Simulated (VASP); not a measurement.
Here is a VASP 6.6.1 calculation.

Contents of INCAR:

```
PREC = Accurate ; ENCUT = 600
EDIFF = 1E-6 ; ISMEAR = -1
SIGMA = 0.1 ; LREAL = False
LASPH = True ; NELM = 200
ALGO = Normal ; ISIF = 2
LWAVE = False ; LCHARG = False
ISPIN = 2 ; MAGMOM = 0.84 0.11
LORBIT = 11 ; NUPDOWN = 0.9
LMAXMIX = 4 ; GGA = PE
NBANDS = 19 ; GGA_COMPAT = False
```

File KPOINTS:

```
Automatic mesh
0
Gamma
  12 12 12
```

File POSCAR:

```
NiO
1.0
    2.9499100000      0.0000000000      0.0000000000
    1.4749550000      2.5546969989      0.0000000000
    1.4749550000      0.8515656663      2.4085914290
Ni O
1 1
Direct
    0.0000000000      0.0000000000      0.0000000000
    0.5000000000      0.5000000000      0.5000000000
```

Potentials or basis: VASP PAW PBE potentials, release 64 (Ni, O).

Launch:

```bash
$ cat potpaw_PBE.64/Ni/POTCAR potpaw_PBE.64/O/POTCAR > POTCAR
$ mpirun -np 1 vasp_std > vasp.out
```

(1) What does it give for the pressure?

Results:

(1) 0.0 GPa.

Caveat: the total moment is fixed, so each spin has its own Fermi level; a cell with one magnetic atom can't hold antiferromagnetic order, which such compounds often take.
